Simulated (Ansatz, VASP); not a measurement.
# Two plane-wave programs on RuPtC6N6

```xyz
14
Lattice="0.0000 5.1557 5.1557 5.1557 0.0000 5.1557 5.1557 5.1557 0.0000" Properties=species:S:1:pos:R:3 pbc="T T T"
Ru    0.0000    0.0000    0.0000
Pt    5.1557    5.1557    5.1557
C     2.0117    5.1557    5.1557
C     5.1557    2.0117    5.1557
C     5.1557    5.1557    2.0117
C     8.2996    5.1557    5.1557
C     5.1557    8.2996    5.1557
C     5.1557    5.1557    8.2996
N     3.1797    5.1557    5.1557
N     5.1557    3.1797    5.1557
N     5.1557    5.1557    3.1797
N     7.1317    5.1557    5.1557
N     5.1557    7.1317    5.1557
N     5.1557    5.1557    7.1317
```

Alike in both runs: functional PBE; k mesh 6 × 6 × 6; occupations gaussian, width 0.02 eV; no spin polarisation.

Ansatz relaxed the structure, and its values are those at the end. VASP's run is a single point on that final structure, the one shown.

|  | VASP | Ansatz |
| --- | --- | --- |
| version | VASP 6.6.1 | Ansatz 0.2.0 |
| potentials or method | VASP PAW PBE potentials, release 64 (Ru_pv, Pt, C, N), cutoff 520 eV | scalar-relativistic, plane waves, PAW |
| valence electrons in the cell | 78 | 88 |

|  | VASP | Ansatz | Ansatz less VASP |
| --- | --- | --- | --- |
| gap on the k mesh at the Fermi level (eV) | 2.22 | 2.24 | +0.026 |
| least direct gap on the mesh (eV) | 2.22 | 2.24 | +0.026 |
| pressure (GPa) | 0.3 | 0.0 | -0.30 |
| rms of the force components (eV/Å) | 0.200 | 0.002 | -0.1982 |

One of these differences is far larger than is usual between the two programs; its cause wasn't traced. VASP's potentials hold 78 valence electrons a cell and Ansatz's 88, so a difference there can come from the potentials and not from the codes. Ansatz's warnings: xc potential rough in thin density.

Spin-orbit coupling is off throughout. Noted on VASP's run: the standard files for N, O and F lose accuracy on very short bonds.
